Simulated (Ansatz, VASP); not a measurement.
**KP4Ru in VASP and in Ansatz**

The input INCAR:

```
ALGO = Normal
EDIFF = 1E-7
ENCUT = 520
GGA = PE
ISIF = 2
ISMEAR = 0
LASPH = T
LCHARG = F
LREAL = F
LWAVE = F
NBANDS = 30
NELM = 60
PREC = Accurate
SIGMA = 0.1
```

KPOINTS

```
k-points
0
Gamma
  4 4 4
```

File POSCAR:

```
KP4Ru
1.0
    4.6638284700      0.0000000000      0.0000000000
    0.0000000000      4.6638284700      0.0000000000
    0.0000000000      0.0000000000      6.5956494800
K P Ru
1 4 1
Direct
    0.0000000000      0.0000000000      0.0000000000
    0.5000000000      0.0000000000      0.2500000000
    0.0000000000      0.5000000000      0.7500000000
    0.5000000000      0.0000000000      0.7500000000
    0.0000000000      0.5000000000      0.2500000000
    0.5000000000      0.5000000000      0.5000000000
```

Input for Ansatz:

```yaml
crystal:
  lattice:
    - [4.66382847, 0.0, 0.0]
    - [0.0, 4.66382847, 0.0]
    - [0.0, 0.0, 6.59564948]
  atoms:
    - { symbol: K, position: [0.0, 0.0, 0.0] }
    - { symbol: P, position: [0.5, 0.0, 0.25] }
    - { symbol: P, position: [0.0, 0.5, 0.75] }
    - { symbol: P, position: [0.5, 0.0, 0.75] }
    - { symbol: P, position: [0.0, 0.5, 0.25] }
    - { symbol: Ru, position: [0.5, 0.5, 0.5] }
basis:
  ecutwfc: 420
kpoints:
  mp_grid: { grid: [4, 4, 4] }
hamiltonian:
  xc: pbe
scf:
  occupations: { method: gaussian, width: 0.1 }
  lower_state_search: "off"
output:
  forces: true
  stress: true
  eigenvalues: true
```

Alike in both runs: task single point; functional PBE; k mesh 4 × 4 × 4; occupations gaussian, width 0.1 eV; no spin polarisation.

```csv
,VASP,Ansatz
version,VASP 6.6.1,Ansatz 0.2.0
potentials or method,"VASP PAW PBE potentials, release 64 (K_sv, P, Ru_pv), cutoff 520 eV","scalar-relativistic, plane waves, PAW"
valence electrons in the cell,43,45
```

|  | VASP | Ansatz | Ansatz less VASP |
| --- | --- | --- | --- |
| gap on the k mesh at the Fermi level (eV) | none | none | - |
| pressure (GPa) | -10.1 | -10.2 | -0.09 |
| traceless stress, the component that is largest in VASP (GPa) | 1.25 | 1.25 | 0.000 |
| rms of the force components (eV/Å) | 1.275 | 1.266 | -0.0090 |

Atom by atom the forces differ by 0.009 eV/Å (rms over components). A gap of «none» marks a metal or a gap that the smearing closes. VASP's potentials hold 43 valence electrons a cell and Ansatz's 45, so a difference there can come from the potentials and not from the codes.
